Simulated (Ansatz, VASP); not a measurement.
# Ta in VASP and in Ansatz

INCAR

```
SYSTEM = Ta
PREC     = Accurate       ! precision mode
ENCUT    = 520            ! plane-wave cutoff, eV
EDIFF    = 1E-6           ! SCF threshold, eV
ISMEAR   = 0              ! smearing method
SIGMA    = 0.15           ! smearing width, eV
LREAL    = .FALSE.        ! projectors in reciprocal space
LASPH    = .TRUE.         ! aspherical terms in the spheres
NELM     = 80             ! most SCF steps
ALGO     = Fast           ! electronic algorithm
ISIF     = 2              ! what is computed and relaxed
LWAVE    = .FALSE.        ! write WAVECAR
LCHARG   = .TRUE.         ! write CHGCAR
GGA      = PE             ! functional
LELF     = .TRUE.         ! ELF
LVHAR    = .TRUE.       
NBANDS   = 18             ! bands
```

The input KPOINTS:

```
regular mesh
0
G
  21 21 10
  0 0 0
```

File POSCAR:

```
Ta
1.0
    2.8535836961      0.0000000000      0.0000000000
   -1.4267918481      2.4712759727      0.0000000000
    0.0000000000      0.0000000000      5.3370790476
Ta
2
Direct
    0.6666666667      0.3333333333      0.7500000000
    0.3333333333      0.6666666667      0.2500000000
```

Input for Ansatz:

```yaml
crystal:
  lattice:
    - [2.8535836961, 0.0, 0.0]
    - [-1.4267918481, 2.4712759727, 0.0]
    - [0.0, 0.0, 5.3370790476]
  atoms:
    - { symbol: Ta, position: [0.6666666667, 0.3333333333, 0.75] }
    - { symbol: Ta, position: [0.3333333333, 0.6666666667, 0.25] }
basis:
  ecutwfc: 420
kpoints:
  mp_grid: { grid: [21, 21, 10] }
hamiltonian:
  xc: pbe
scf:
  occupations: { method: gaussian, width: 0.15 }
output:
  forces: true
  stress: true
  eigenvalues: true
```

Alike in both runs: task single point; functional PBE; k mesh 21 × 21 × 10; occupations gaussian, width 0.15 eV; no spin polarisation.

|  | VASP | Ansatz |
| --- | --- | --- |
| version | VASP 6.6.1 | Ansatz 0.2.0 |
| potentials or method | VASP PAW PBE potentials, release 64 (Ta_pv), cutoff 520 eV | scalar-relativistic, plane waves, PAW |
| valence electrons in the cell | 22 | 26 |

```csv
,VASP,Ansatz,Ansatz less VASP
gap on the k mesh at the Fermi level (eV),none,none,-
pressure (GPa),0.3,0.2,-0.08
"traceless stress, the component that is largest in VASP (GPa)",-7.67,-7.67,+0.002
```

A gap of «none» marks a metal or a gap that the smearing closes. VASP's potentials hold 22 valence electrons a cell and Ansatz's 26, so a difference there can come from the potentials and not from the codes.

Neither program's run includes spin-orbit coupling.
